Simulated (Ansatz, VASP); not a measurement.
## Ta: VASP beside Ansatz

```
CELL_PARAMETERS angstrom
-1.66072 1.66072 1.66072
1.66072 -1.66072 1.66072
1.66072 1.66072 -1.66072
ATOMIC_POSITIONS crystal
Ta 0.00000 0.00000 0.00000
```

Alike in both runs: task single point; functional PBE; k mesh 8 × 8 × 8; occupations fermi-dirac, width 0.1 eV; no spin polarisation.

|  | VASP | Ansatz |
| --- | --- | --- |
| version | VASP 6.6.1 | Ansatz 0.2.0 |
| potentials or method | VASP PAW PBE potentials, release 64 (Ta_pv), cutoff 520 eV | plane waves (420 eV) with PAW, scalar-relativistic |
| valence electrons in the cell | 11 | 13 |

Ansatz gave:

```
pressure (GPa) : -1.8
```

What did VASP give for the same quantities?

Pressure (GPa): -1.7.

The functional is the same, so the differences come from potentials, cutoffs and numerics. VASP's potentials hold 11 valence electrons a cell and Ansatz's 13, so a difference there can come from the potentials and not from the codes.

Spin-orbit coupling is off throughout.
